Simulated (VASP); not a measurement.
# CdTe (zincblende type) (F-43m) in VASP: notebook, part 2 of 2

VASP 6.6.1.

## (4) Single point, PBE (volume scaled by 0.88)

Input file INCAR:

```
SYSTEM = CdTe
  ALGO = Normal
  EDIFF = 1E-6
  ENCUT = 520
  GGA = PE
  ISIF = 2
  ISMEAR = -1
  LASPH = .True.
  LCHARG = .False.
  LREAL = .False.
  LWAVE = .False.
  NBANDS = 16
  NELM = 60
  PREC = Accurate
  SIGMA = 0.08
```

Input file KPOINTS:

```
k-points
0
Gamma
  11 11 11
  0 0 0
```

Input file POSCAR:

```
CdTe
1.0
    0.0000000000      3.1699467955      3.1699467955
    3.1699467955      0.0000000000      3.1699467955
    3.1699467955      3.1699467955      0.0000000000
Cd Te
1 1
Direct
    0.0000000000      0.0000000000      0.0000000000
    0.2500000000      0.2500000000      0.2500000000
```

Potentials or basis: VASP PAW PBE potentials, release 64 (Cd, Te).

Command:

```bash
> cat potpaw_PBE.64/Cd/POTCAR potpaw_PBE.64/Te/POTCAR > POTCAR
> mpirun -np 1 vasp_std > vasp.out
```

OUTCAR:

```text
SYSTEM = CdTe
   EDIFF = 1E-6
   ENCUT = 520
   GGA = PE
   ISIF = 2
   ISMEAR = -1
   LASPH = .True.
   LREAL = .False.
   NELM = 60
   PREC = Accurate

 ion  position               nearest neighbor table
   1  0.000  0.000  0.000-   2 2.75   2 2.75   2 2.75   2 2.75
   2  0.250  0.250  0.250-   1 2.75   1 2.75   1 2.75   1 2.75

  LATTYP: Found a face centered cubic cell.
 ALAT       =     6.3398935910

  Lattice vectors:

 A1 = (   0.0000000000,   3.1699467955,   3.1699467955)
 A2 = (   3.1699467955,   0.0000000000,   3.1699467955)
 A3 = (   3.1699467955,   3.1699467955,   0.0000000000)

Analysis of symmetry for initial positions (statically):
=====================================================================
 Subroutine PRICEL returns:
 Original cell was already a primitive cell.

 Routine SETGRP: Setting up the symmetry group for a
 face centered cubic supercell.

 Subroutine GETGRP returns: Found 24 space group operations
 (whereof 24 operations were pure point group operations)
 out of a pool of 48 trial point group operations.

The static configuration has the point symmetry T_d .

Analysis of symmetry for dynamics (positions and initial velocities):
=====================================================================
 Subroutine PRICEL returns:
 Original cell was already a primitive cell.

 Routine SETGRP: Setting up the symmetry group for a
 face centered cubic supercell.

 Subroutine GETGRP returns: Found 24 space group operations
 (whereof 24 operations were pure point group operations)
 out of a pool of 48 trial point group operations.

The dynamic configuration has the point symmetry T_d .

 Subroutine INISYM returns: Found 24 space group operations
 (whereof 24 operations are pure point group operations),
 and found     1 'primitive' translations

----------------------------------------------------------------------------------------

                                     Primitive cell

  volume of cell :      63.7068

  direct lattice vectors                    reciprocal lattice vectors
     0.000000000  3.169946796  3.169946796    -0.157731354  0.157731354  0.157731354
     3.169946796  0.000000000  3.169946796     0.157731354 -0.157731354  0.157731354
     3.169946796  3.169946796  0.000000000     0.157731354  0.157731354 -0.157731354

  length of vectors
     4.482981750  4.482981750  4.482981750     0.273198719  0.273198719  0.273198719

  position of ions in fractional coordinates (direct lattice)
     0.000000000  0.000000000  0.000000000
     0.250000000  0.250000000  0.250000000

  ion indices of the primitive-cell ions
   primitive index   ion index
                 1           1
                 2           2

----------------------------------------------------------------------------------------

 KPOINTS: k-points

Automatic generation of k-mesh.
 Grid dimensions read from file:
 generate k-points for:   11   11   11

 Generating k-lattice:

  Cartesian coordinates                     Fractional coordinates (reciprocal lattice)
    -0.014339214  0.014339214  0.014339214     0.090909091  0.000000000  0.000000000
     0.014339214 -0.014339214  0.014339214     0.000000000  0.090909091  0.000000000
     0.014339214  0.014339214 -0.014339214     0.000000000  0.000000000  0.090909091

  Length of vectors
     0.024836247  0.024836247  0.024836247

  Shift w.r.t. Gamma in fractional coordinates (k-lattice)
     0.000000000  0.000000000  0.000000000

 Subroutine IBZKPT returns following result:
 ===========================================

 Found     56 irreducible k-points:

 Following reciprocal coordinates:
            Coordinates               Weight
  0.000000  0.000000  0.000000      1.000000
  0.090909  0.000000  0.000000      8.000000
  0.181818  0.000000  0.000000      8.000000
  0.272727  0.000000  0.000000      8.000000
  0.363636  0.000000  0.000000      8.000000
  0.454545  0.000000  0.000000      8.000000
[... 16 lines left out ...]
 -0.272727  0.181818  0.000000     24.000000
 -0.181818  0.181818  0.000000     12.000000
 [... further k-points ...]
   k-points           NKPTS =     56   k-points in BZ     NKDIM =     56   number of bands    NBANDS=     16
   number of dos      NEDOS =    301   number of ions     NIONS =      2
   total plane-waves  NPLWV =  46656
   dimension x,y,z NGX =    36 NGY =   36 NGZ =   36
   dimension x,y,z NGXF=    72 NGYF=   72 NGZF=   72
   ions per type =               1   1
   NGX,Y,Z   is equivalent  to a cutoff of  13.35, 13.35, 13.35 a.u.
   NGXF,Y,Z  is equivalent  to a cutoff of  26.70, 26.70, 26.70 a.u.
 SYSTEM =  CdTe
   PREC   = accura    normal or accurate (medium, high low for compatibility)
   ISTART =      0    job   : 0-new  1-cont  2-samecut
   ICHARG =      2    charge: 1-file 2-atom 10-const
   ISPIN  =      1    spin polarized calculation?
   LNONCOLLINEAR =      F non collinear calculations
   LSORBIT =      F    spin-orbit coupling
   LASPH  =      T    aspherical Exc in radial PAW
   ENCUT  =  520.0 eV  38.22 Ry    6.18 a.u.   8.34  8.34  8.34*2*pi/ulx,y,z
   NELM   =     60;   NELMIN=  2; NELMDL= -5     # of ELM steps
   EDIFF  = 0.1E-05   stopping-criterion for ELM
   LREAL  =      F    real-space projection
   EDIFFG = 0.1E-04   stopping-criterion for IOM
   NSW    =      0    number of steps for IOM
   IBRION =     -1    ionic relax: 0-MD 1-quasi-New 2-CG
   NFREE  =      0    steps in history (QN), initial steepest desc. (CG)
   ISIF   =      2    stress and relaxation
   ISYM   =      2    0-nonsym 1-usesym 2-fastsym
   POTIM  = 0.5000    time-step for ionic-motion
   TEBEG  =    0.0;   TEEND  =   0.0 temperature during run
   PSTRESS=    0.0 pullay stress
   NELECT =      18.0000    total number of electrons
   NUPDOWN=      -1.0000    fix difference up-down
   EMIN   =  10.00;   EMAX   =-10.00  energy-range for DOS
   EFERMI =   0.00;   METHOD = LEGACY
   ISMEAR =    -1;   SIGMA  =   0.08  broadening in eV -4-tet -1-fermi 0-gaus
   EFERMI_NEDOS =   21; number of points for ismear=-14 and -15
   IALGO  =     38    algorithm
   IMIX   =      4    mixing-type and parameters
     AMIX     =   0.40;   BMIX     =  1.00
     AMIX_MAG =   1.60;   BMIX_MAG =  1.00
  volume/ion in A,a.u.               =      31.85       214.96
  Fermi-wavevector in a.u.,A,eV,Ry     =   1.074246  2.030030 15.701180  1.154004
  Thomas-Fermi vector in A             =   2.210069
   LORBIT       =      0    0 simple, 1 ext, 2 COOP (PROOUT), +10 PAW based schemes
   GGA     = PE    functional components
[... 5 lines left out ...]
 non-spin polarized calculation
  energy-cutoff  :      520.00
  volume of cell :       63.71
 maximum number of plane-waves:      1738
 NGX is ok and might be reduce to    36
   NGX = 17   NGY = 17   NGZ = 17

 number of electron      18.0000004 magnetization

 Free energy of the ion-electron system (eV)
  ---------------------------------------------------
  ext. energy  EPLUGINS =         0.00000000
  ---------------------------------------------------
  free energy    TOTEN  =        -4.65644261 eV

  energy without entropy =       -4.65642743  energy(sigma->0) =       -4.65643502

 E-fermi :   3.5662     XC(G=0):  -8.8821

 val. band max:        2.9742198358   @ k =   0.0000   0.0000   0.0000
 cond. band min:       3.9509026099   @ k =   0.0000   0.0000   0.0000
 fundamental gap:      0.9766827741
 Fermi energy:         3.5661886315

 k-point     1 :       0.0000    0.0000    0.0000
  band No.  band energies     occupation
      1      -8.6020      2.00000
      2      -5.5639      2.00000
      3      -5.5639      2.00000
      4      -5.5639      2.00000
      5      -5.2509      2.00000
      6      -5.2509      2.00000
[... 8 lines left out ...]
     15      12.4458      0.00000
     16      12.4458      0.00000

 k-point     2 :       0.0909    0.0000    0.0000
  band No.  band energies     occupation
      1      -8.5655      2.00000
      2      -5.5566      2.00000
      3      -5.5566      2.00000
      4      -5.5390      2.00000
      5      -5.2516      2.00000
      6      -5.2516      2.00000
[... 8 lines left out ...]
     15      11.8725      0.00000
     16      11.8725      0.00000
[... 387 lines left out ...]
      5      -5.2607      2.00000
      6      -5.0389      2.00000
[... 8 lines left out ...]
     15      12.6646      0.00000
     16      13.9029      0.00000

 k-point    24 :      -0.1818    0.1818    0.0000
  band No.  band energies     occupation
      1      -8.2945      2.00000
      2      -5.5075      2.00000
      3      -5.4917      2.00000
      4      -5.2973      2.00000
      5      -5.2640      2.00000
      6      -5.2047      2.00000
[... 8 lines left out ...]
     15      12.3817      0.00000
     16      13.1384      0.00000

 [... further k-points ...]
[... 5 lines left out ...]
  --------------------------------------------------------------------------------------
  -------------------------------------------------------------------------------------
  Total        2.5197729      2.5197729      2.5197729      0.0000000      0.0000000     -0.0000000
  in kB       63.3703445     63.3703445     63.3703445      0.0000000      0.0000000     -0.0000000
  external PRESSURE =      63.3703445 kB  Pullay stress =       0.0000000 kB

 VOLUME and BASIS-vectors are now :
 -----------------------------------------------------------------------------
  energy-cutoff  :      520.00
  volume of cell :       63.71
      direct lattice vectors                 reciprocal lattice vectors
     0.000000000  3.169946796  3.169946796    -0.157731354  0.157731354  0.157731354
     3.169946796  0.000000000  3.169946796     0.157731354 -0.157731354  0.157731354
     3.169946796  3.169946796  0.000000000     0.157731354  0.157731354 -0.157731354

 POSITION                                       TOTAL-FORCE (eV/Angst)
 -----------------------------------------------------------------------------------
      0.00000      0.00000      0.00000        -0.000000     -0.000000     -0.000000
      1.58497      1.58497      1.58497         0.000000      0.000000      0.000000
 -----------------------------------------------------------------------------------
    total drift:                               -0.000000     -0.000000     -0.000000

  FREE ENERGIE OF THE ION-ELECTRON SYSTEM (eV)
  ---------------------------------------------------
  free  energy   TOTEN  =        -4.6564426086 eV

  energy  without entropy=       -4.6564274283  energy(sigma->0) =       -4.65643502
```

stdout:

```text
POSCAR found type information on POSCAR CdTe
 POSCAR found :  2 types and       2 ions
 scaLAPACK will be used
 LDA part: xc-table for (Slater+PW92), standard interpolation
 POSCAR, INCAR and KPOINTS ok, starting setup
 FFT: planning ... GRIDC
 FFT: planning ... GRID_SOFT
 FFT: planning ... GRID
 WAVECAR not read
 entering main loop
```

Run time: 46 s. Hardware: 1 thread of Intel Xeon Platinum 8488C (Sapphire Rapids), shared host; peak memory 0.23 GiB.

Results:

- Free energy: -4.6564 eV
- Pressure: 6.3 GPa
- Band gap on the k mesh: 0.98 eV, direct

Caveat: spin-orbit coupling is left out, which moves the levels of the heavy elements.

## (5) Single point, PBE (volume scaled by 0.88)

Input file INCAR:

```
  ALGO = Normal
  EDIFF = 1E-6
  ENCUT = 520
  GGA = PE
  ISIF = 2
  ISMEAR = -1
  LASPH = T
  LCHARG = F
  LREAL = F
  LWAVE = F
  NBANDS = 16
  NELM = 60
  PREC = Accurate
  SIGMA = 0.08
```

Input file KPOINTS:

```
k-points
0
Gamma
  11 11 11
```

POSCAR is that of step 4.

Command:

```bash
> cat potpaw_PBE.64/Cd/POTCAR potpaw_PBE.64/Te/POTCAR > POTCAR
> mpirun -np 1 vasp_std > vasp.out
```

Run time: 39 s. Hardware: 1 thread of Intel Xeon Platinum 8488C (Sapphire Rapids), shared host; peak memory 0.24 GiB.

Results (log left out):

- Free energy: -4.6564 eV
- Pressure: 6.3 GPa
- Band gap on the k mesh: 0.98 eV, direct

Levels at points of the mesh, in eV from the valence-band top:
```
           k point  band 5  band 6  band 7  band 8  band 9  band 10  band 11  band 12  band 13  band 14
(0.00, 0.00, 0.00)   -8.23   -8.23    0.00    0.00    0.00     0.98     4.55     4.55     4.55     7.54
```

Caveat: spin-orbit coupling is left out, which moves the levels of the heavy elements.

## (6) Single point, PBE (volume scaled by 0.94)

Input file INCAR:

```
SYSTEM = CdTe
PREC = Accurate ; ENCUT = 520
EDIFF = 1E-6 ; ISMEAR = -1
SIGMA = 0.08 ; LREAL = .FALSE.
LASPH = .TRUE. ; NELM = 100
ALGO = Normal ; ISIF = 2
LWAVE = .FALSE. ; LCHARG = .FALSE.
GGA = PE ; NBANDS = 16
```

Input file KPOINTS:

```
Automatic mesh
0
G
  11 11 11
  0 0 0
```

Input file POSCAR:

```
CdTe
1.0
    0.0000000000      3.2404130080      3.2404130080
    3.2404130080      0.0000000000      3.2404130080
    3.2404130080      3.2404130080      0.0000000000
Cd Te
1 1
Direct
    0.0000000000      0.0000000000      0.0000000000
    0.2500000000      0.2500000000      0.2500000000
```

Potentials or basis: VASP PAW PBE potentials, release 64 (Cd, Te).

Command:

```bash
> cat potpaw_PBE.64/Cd/POTCAR potpaw_PBE.64/Te/POTCAR > POTCAR
> mpirun -np 1 vasp_std > vasp.out
```

Wall time 43 s (1 thread of Intel Xeon Platinum 8488C (Sapphire Rapids), shared host); peak memory 0.24 GiB.

It converged, with:

* Free energy: -4.7762 eV
* Pressure: 2.7 GPa
* Band gap on the k mesh: 0.77 eV, direct

Levels at points of the mesh, in eV from the valence-band top:
| k point | band 6 | band 7 | band 8 | band 9 | band 10 | band 11 | band 12 | band 13 |
| --- | --- | --- | --- | --- | --- | --- | --- | --- |
| (0.00, 0.00, 0.00) | -8.02 | 0.00 | 0.00 | 0.00 | 0.77 | 4.60 | 4.60 | 4.60 |

Caveat: spin-orbit coupling is left out, which moves the levels of the heavy elements.

## (7) Summary

| cell | gap on the mesh (eV) | pressure (GPa) |
| --- | --- | --- |
| a = 4.343 Å, angles 60.0°, 2 atoms | 1.28 | 13.7 |
| a = 4.483 Å, angles 60.0°, 2 atoms | 0.98 | 6.3 |
| a = 4.583 Å, angles 60.0°, 2 atoms | 0.77 | 2.7 |

Alike in all rows: task single point; level PBE; potentials or basis VASP PAW PBE potentials, release 64 (Cd, Te); no spin polarisation; k mesh 11 × 11 × 11; cutoff (eV) 520; smearing fermi-dirac 0.08 eV.

Caveats: spin-orbit coupling is left out, which moves the levels of the heavy elements.

Absolute energies hang on the potentials; compare differences alone.
